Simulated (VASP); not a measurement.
The system is TiN.

```
CELL_PARAMETERS angstrom
0.00000 2.12959 2.12959
2.12959 0.00000 2.12959
2.12959 2.12959 0.00000
ATOMIC_POSITIONS crystal
Ti 0.00000 0.00000 0.00000
N 0.50000 0.50000 0.50000
```

Base run:

- Program: VASP 6.6.1
- Functional: PBEsol
- Potentials or basis: VASP PAW PBE potentials, release 64 (Ti_sv, N)
- Cutoff: 520 eV
- k mesh: 20 × 20 × 20
- Occupations: gaussian, width 0.15 eV
- Spin: collinear spin
- Starting moments: [0.125, 0.0] μB
- Fixed moment: 0.125 μB

Its results: pressure -10.2 GPa; site moments Ti +0.10; N +0.01 μB.

**Question.** The run is repeated on the same cell with these changes: fixed moment from 0.125 μB to 0.625 μB; moments at the start from [0.12, 0.0] to [0.62, 0.0]. What comes out?

**Answer.** Pressure -7.4 GPa; site moments Ti +0.48; N +0.03 μB.

Caveats: the cell stands under tension; the PAW data sets were made with another functional, which shifts forces and pressure a little; the total moment is fixed, so each spin has its own Fermi level and the state may be an excited one.
